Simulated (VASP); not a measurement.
# HfN in VASP: a series of runs

The runs below take HfN through electric field gradients, with PBE.

All numbers are computed with VASP 6.6.1; they aren't measurements. Logs are shortened: lines on timing, memory, paths and dates and some standing lists are left out, and cuts for length are marked.

## Step 1: The cell of the first run

Symmetry: Fm-3m, No. 225, cubic system. The conventional cell has a = 4.548 Å, b = 4.548 Å, c = 4.548 Å, α = 90.00°, β = 90.00°, γ = 90.00°. Within 3.0 Å of Hf (site symmetry m-3m) lie 6 N at 2.27 Å. Within 3.0 Å of N (site symmetry m-3m) lie 6 Hf at 2.27 Å.

## Step 2: Electric field gradients, PBE (volume scaled by 1.02)

The input, INCAR:

```
  PREC = Accurate
  ENCUT = 520
  EDIFF = 1E-8
  ISMEAR = -1
  SIGMA = 0.03
  LREAL = False
  LASPH = True
  NELM = 120
  ALGO = Normal
  ISIF = 2
  LWAVE = False
  LCHARG = False
  GGA = PE
  LEFG = True
  NBANDS = 14
  GGA_COMPAT = False
```

The input, KPOINTS:

```
regular mesh
0
Gamma
  10 10 10
```

The input, POSCAR:

```
HfN
1.0
    0.0000000000      2.2739607009      2.2739607009
    2.2739607009      0.0000000000      2.2739607009
    2.2739607009      2.2739607009      0.0000000000
Hf N
1 1
Direct
    0.0000000000      0.0000000000      0.0000000000
    0.5000000000      0.5000000000      0.5000000000
```

Potentials or basis: VASP PAW PBE potentials, release 64 (Hf_pv, N).

Command:

```console
$ cat potpaw_PBE.64/Hf_pv/POTCAR potpaw_PBE.64/N/POTCAR > POTCAR
$ mpirun -np 1 vasp_std > vasp.out
```

OUTCAR:

```text
PREC = Accurate
   ENCUT = 520
   EDIFF = 1E-8
   ISMEAR = -1
   LREAL = False
   LASPH = True
   NELM = 120
   ISIF = 2
   GGA = PE

 ion  position               nearest neighbor table
   1  0.000  0.000  0.000-   2 2.27   2 2.27   2 2.27   2 2.27   2 2.27   2 2.27
   2  0.500  0.500  0.500-   1 2.27   1 2.27   1 2.27   1 2.27   1 2.27   1 2.27

  LATTYP: Found a face centered cubic cell.
 ALAT       =     4.5479214018

  Lattice vectors:

 A1 = (   0.0000000000,   2.2739607009,   2.2739607009)
 A2 = (   2.2739607009,   0.0000000000,   2.2739607009)
 A3 = (   2.2739607009,   2.2739607009,   0.0000000000)

Analysis of symmetry for initial positions (statically):
=====================================================================
 Subroutine PRICEL returns:
 Original cell was already a primitive cell.

 Routine SETGRP: Setting up the symmetry group for a
 face centered cubic supercell.

 Subroutine GETGRP returns: Found 48 space group operations
 (whereof 48 operations were pure point group operations)
 out of a pool of 48 trial point group operations.

The static configuration has the point symmetry O_h .

Analysis of symmetry for dynamics (positions and initial velocities):
=====================================================================
 Subroutine PRICEL returns:
 Original cell was already a primitive cell.

 Routine SETGRP: Setting up the symmetry group for a
 face centered cubic supercell.

 Subroutine GETGRP returns: Found 48 space group operations
 (whereof 48 operations were pure point group operations)
 out of a pool of 48 trial point group operations.

The dynamic configuration has the point symmetry O_h .

 Subroutine INISYM returns: Found 48 space group operations
 (whereof 48 operations are pure point group operations),
 and found     1 'primitive' translations

----------------------------------------------------------------------------------------

                                     Primitive cell

  volume of cell :      23.5168

  direct lattice vectors                    reciprocal lattice vectors
     0.000000000  2.273960701  2.273960701    -0.219880669  0.219880669  0.219880669
     2.273960701  0.000000000  2.273960701     0.219880669 -0.219880669  0.219880669
     2.273960701  2.273960701  0.000000000     0.219880669  0.219880669 -0.219880669

  length of vectors
     3.215866064  3.215866064  3.215866064     0.380844490  0.380844490  0.380844490

  position of ions in fractional coordinates (direct lattice)
     0.000000000  0.000000000  0.000000000
     0.500000000  0.500000000  0.500000000

  ion indices of the primitive-cell ions
   primitive index   ion index
                 1           1
                 2           2

----------------------------------------------------------------------------------------

 KPOINTS: regular mesh

Automatic generation of k-mesh.
 Grid dimensions read from file:
 generate k-points for:   10   10   10

 Generating k-lattice:

  Cartesian coordinates                     Fractional coordinates (reciprocal lattice)
    -0.021988067  0.021988067  0.021988067     0.100000000  0.000000000  0.000000000
     0.021988067 -0.021988067  0.021988067     0.000000000  0.100000000  0.000000000
     0.021988067  0.021988067 -0.021988067     0.000000000  0.000000000  0.100000000

  Length of vectors
     0.038084449  0.038084449  0.038084449

  Shift w.r.t. Gamma in fractional coordinates (k-lattice)
     0.000000000  0.000000000  0.000000000

 Subroutine IBZKPT returns following result:
 ===========================================

 Found     47 irreducible k-points:

 Following reciprocal coordinates:
            Coordinates               Weight
  0.000000  0.000000  0.000000      1.000000
  0.100000  0.000000  0.000000      8.000000
  0.200000  0.000000  0.000000      8.000000
  0.300000  0.000000  0.000000      8.000000
  0.400000  0.000000  0.000000      8.000000
  0.500000  0.000000  0.000000      4.000000
[... 16 lines left out ...]
  0.300000  0.300000  0.000000      6.000000
  0.400000  0.300000  0.000000     24.000000
 [... further k-points ...]
   k-points           NKPTS =     47   k-points in BZ     NKDIM =     47   number of bands    NBANDS=     14
   number of dos      NEDOS =    301   number of ions     NIONS =      2
   total plane-waves  NPLWV =  13824
   dimension x,y,z NGX =    24 NGY =   24 NGZ =   24
   dimension x,y,z NGXF=    48 NGYF=   48 NGZF=   48
   ions per type =               1   1
   NGX,Y,Z   is equivalent  to a cutoff of  12.41, 12.41, 12.41 a.u.
   NGXF,Y,Z  is equivalent  to a cutoff of  24.81, 24.81, 24.81 a.u.
 SYSTEM =  unknown system
   PREC   = accura    normal or accurate (medium, high low for compatibility)
   ISTART =      0    job   : 0-new  1-cont  2-samecut
   ICHARG =      2    charge: 1-file 2-atom 10-const
   ISPIN  =      1    spin polarized calculation?
   LNONCOLLINEAR =      F non collinear calculations
   LSORBIT =      F    spin-orbit coupling
   LASPH  =      T    aspherical Exc in radial PAW
   ENCUT  =  520.0 eV  38.22 Ry    6.18 a.u.   5.98  5.98  5.98*2*pi/ulx,y,z
   NELM   =    120;   NELMIN=  2; NELMDL= -5     # of ELM steps
   EDIFF  = 0.1E-07   stopping-criterion for ELM
   LREAL  =      F    real-space projection
   EDIFFG = 0.1E-06   stopping-criterion for IOM
   NSW    =      0    number of steps for IOM
   IBRION =     -1    ionic relax: 0-MD 1-quasi-New 2-CG
   NFREE  =      0    steps in history (QN), initial steepest desc. (CG)
   ISIF   =      2    stress and relaxation
   ISYM   =      2    0-nonsym 1-usesym 2-fastsym
   POTIM  = 0.5000    time-step for ionic-motion
   TEBEG  =    0.0;   TEEND  =   0.0 temperature during run
   PSTRESS=    0.0 pullay stress
   NELECT =      15.0000    total number of electrons
   NUPDOWN=      -1.0000    fix difference up-down
   EMIN   =  10.00;   EMAX   =-10.00  energy-range for DOS
   EFERMI =   0.00;   METHOD = LEGACY
   ISMEAR =    -1;   SIGMA  =   0.03  broadening in eV -4-tet -1-fermi 0-gaus
   EFERMI_NEDOS =   21; number of points for ismear=-14 and -15
   IALGO  =     38    algorithm
   IMIX   =      4    mixing-type and parameters
     AMIX     =   0.40;   BMIX     =  1.00
     AMIX_MAG =   1.60;   BMIX_MAG =  1.00
  volume/ion in A,a.u.               =      11.76        79.35
  Fermi-wavevector in a.u.,A,eV,Ry     =   1.409221  2.663041 27.019844  1.985903
  Thomas-Fermi vector in A             =   2.531299
   LORBIT       =      0    0 simple, 1 ext, 2 COOP (PROOUT), +10 PAW based schemes
   GGA     = PE    functional components
   LHFCALC =     F    Hartree Fock is set to
   AEXX    =    0.0000 exact exchange contribution
   IVDW    =     0    specifies the selected vdW correction
   LEPSILON=     F    determine dielectric tensor
   LRPA    =     F    only Hartree local field effects (RPA)
 non-spin polarized calculation
  energy-cutoff  :      520.00
  volume of cell :       23.52
 maximum number of plane-waves:       644
   NGX = 11   NGY = 11   NGZ = 11

 number of electron      15.0000000 magnetization

 Free energy of the ion-electron system (eV)
  ---------------------------------------------------
  ext. energy  EPLUGINS =         0.00000000
  ---------------------------------------------------
  free energy    TOTEN  =       -21.74979678 eV

  energy without entropy =      -21.74711061  energy(sigma->0) =      -21.74845370

 E-fermi :   8.2444     XC(G=0): -12.6284

 val. band max:        8.2004104118   @ k =  -0.4000   0.3000   0.0000
 cond. band min:       8.2586590608   @ k =  -0.1000   0.1000   0.0000
 fundamental gap:      0.0582486489
 Fermi energy:         8.2443566122

 k-point     1 :       0.0000    0.0000    0.0000
  band No.  band energies     occupation
      1     -23.0164      2.00000
      2     -23.0164      2.00000
      3     -23.0164      2.00000
      4      -9.1872      2.00000
      5       5.1999      2.00000
      6       5.1999      2.00000
      7       5.1999      2.00000
      8       7.8749      1.99999
      9       7.8749      1.99999
     10       7.8749      1.99999
     11       9.8169      0.00000
     12      10.1323      0.00000
     13      10.1323      0.00000
     14      17.7272      0.00000
[... 375 lines left out ...]
 k-point    24 :       0.4000    0.3000    0.0000
  band No.  band energies     occupation
      1     -23.6411      2.00000
      2     -23.2616      2.00000
      3     -23.2348      2.00000
      4      -7.8274      2.00000
      5       1.6560      2.00000
      6       3.6405      2.00000
      7       4.1065      2.00000
      8       5.7854      2.00000
      9      12.1892      0.00000
     10      12.6291      0.00000
     11      12.8267      0.00000
     12      12.8511      0.00000
     13      17.1309      0.00000
     14      19.2793      0.00000

 [... further k-points ...]
[... 5 lines left out ...]
  --------------------------------------------------------------------------------------
  -------------------------------------------------------------------------------------
  Total       -0.3402684     -0.3402684     -0.3402684      0.0000000      0.0000000      0.0000000
  in kB      -23.1821279    -23.1821279    -23.1821279      0.0000000      0.0000000      0.0000000
  external PRESSURE =     -23.1821279 kB  Pullay stress =       0.0000000 kB

 VOLUME and BASIS-vectors are now :
 -----------------------------------------------------------------------------
  energy-cutoff  :      520.00
  volume of cell :       23.52
      direct lattice vectors                 reciprocal lattice vectors
     0.000000000  2.273960701  2.273960701    -0.219880669  0.219880669  0.219880669
     2.273960701  0.000000000  2.273960701     0.219880669 -0.219880669  0.219880669
     2.273960701  2.273960701  0.000000000     0.219880669  0.219880669 -0.219880669

 POSITION                                       TOTAL-FORCE (eV/Angst)
 -----------------------------------------------------------------------------------
      0.00000      0.00000      0.00000        -0.000000      0.000000      0.000000
      2.27396      2.27396      2.27396         0.000000     -0.000000      0.000000
 -----------------------------------------------------------------------------------
    total drift:                                0.000000     -0.000000     -0.000000

  FREE ENERGIE OF THE ION-ELECTRON SYSTEM (eV)
  ---------------------------------------------------
  free  energy   TOTEN  =       -21.7497967809 eV

  energy  without entropy=      -21.7471106097  energy(sigma->0) =      -21.74845370

 Electric field gradients (V/A^2)
---------------------------------------------------------------------
 ion       V_xx      V_yy      V_zz      V_xy      V_xz      V_yz
---------------------------------------------------------------------
   1      -0.000    -0.000     0.000    -0.000    -0.000    -0.000
   2       0.000    -0.000    -0.000     0.001     0.001     0.001
---------------------------------------------------------------------

 Electric field gradients after diagonalization (V/A^2)
 (convention: |V_zz| > |V_xx| > |V_yy|)
----------------------------------------------------------------------
 ion       V_xx      V_yy      V_zz     asymmetry (V_yy - V_xx)/ V_zz
----------------------------------------------------------------------
   1       0.000     0.000    -0.001       0.000
   2      -0.001    -0.001     0.003       0.000
----------------------------------------------------------------------

           NMR quadrupolar parameters

 Cq : quadrupolar parameter    Cq=e*Q*V_zz/h
 eta: asymmetry parameters     (V_yy - V_xx)/ V_zz
 Q  : nuclear electric quadrupole moment in mb (millibarn)
----------------------------------------------------------------------
 ion       Cq(MHz)       eta       Q (mb)
----------------------------------------------------------------------
   1      -0.000       0.000       1.000
   2       0.000       0.000       1.000
----------------------------------------------------------------------
```

It used 22 s of CPU time on 1 thread of AMD EPYC 7R13 Processor (Zen 3), with other jobs on the host.

What came out:

- Free energy: -21.7498 eV
- Pressure: -2.3 GPa

Caveat: without QUAD_EFG the Cq values of the log hold for a quadrupole moment of 1 mb, not for the nuclei; spin-orbit coupling is left out, which moves the levels of the heavy elements.

(Part 1 of 3 ends here.)
